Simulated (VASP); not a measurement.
CdSe, 2 atoms in the cell. The structure is cubic, space group Pm-3m (No. 221). Conventional cell: a = 3.557 Å, b = 3.557 Å, c = 3.557 Å, α = 90.00°, β = 90.00°, γ = 90.00°. Cd (site symmetry m-3m) has 8 Se at 3.08 Å and 6 Cd at 3.56 Å within 4.1 Å. Se (site symmetry m-3m) has 8 Cd at 3.08 Å and 6 Se at 3.56 Å within 4.1 Å. 

```yaml
Program: VASP 6.6.1
Task: single point
Functional: PBE
Potentials_or_basis: VASP PAW PBE potentials, release 64 (Cd, Se)
Cutoff: 520 eV
k_mesh: 16 × 16 × 16
Occupations: gaussian, width 0.1 eV
Spin: no spin polarisation
Dipole_correction: no
Further_INCAR_settings: ALGO = Normal; EDIFF = 1e-07; NBANDS = 16
```

Potentials or basis: VASP PAW PBE potentials, release 64 (Cd, Se).

Launch:

```console
$ cat potpaw_PBE.64/Cd/POTCAR potpaw_PBE.64/Se/POTCAR > POTCAR
$ mpirun -np 1 vasp_std > vasp.out
```

Hardware: 1 thread of Intel(R) Xeon(R) Platinum 8488C (Sapphire Rapids) (shared host).

How long does it take, and how much memory?

It took 45 s on 1 thread of Intel(R) Xeon(R) Platinum 8488C (Sapphire Rapids) (shared host), peak memory 0.25 GiB. Counts: scf iterations 13, k points 165.
